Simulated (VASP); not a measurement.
A run of VASP 6.6.1:

INCAR

```
SYSTEM = GaN
ALGO = Normal ; EDIFF = 1E-7
ENCUT = 520 ; GGA = PE
ISIF = 2 ; ISMEAR = 0
LASPH = .TRUE. ; LCHARG = .FALSE.
LREAL = .FALSE. ; LWAVE = .FALSE.
NBANDS = 16 ; NELM = 80
PREC = Accurate ; SIGMA = 0.05
```

Contents of KPOINTS:

```
k-points
0
G
  10 10 10
  0 0 0
```

File POSCAR:

```
GaN
1.0
    0.0000000000      2.3098381227      2.1408255771
    2.3098381227      0.0000000000      2.1408255771
    2.3098381227      2.3098381227      0.0000000000
Ga N
1 1
Direct
    0.0000000000      0.0000000000      0.0000000000
    0.7500000000      0.7500000000      0.7500000000
```

Potentials or basis: VASP PAW PBE potentials, release 64 (Ga_d, N).

The run is started by

```sh
$ cat potpaw_PBE.64/Ga_d/POTCAR potpaw_PBE.64/N/POTCAR > POTCAR
$ mpirun -np 1 vasp_std > vasp.out
```

Hardware: 1 thread of Intel Xeon 6975P-C, with other jobs on the host.

Q: How long does it take, and how much memory?

A: It took 22 s on 1 thread of Intel Xeon 6975P-C, on a shared host, peak memory 0.16 GiB. Counts: scf iterations 14, k points 102.
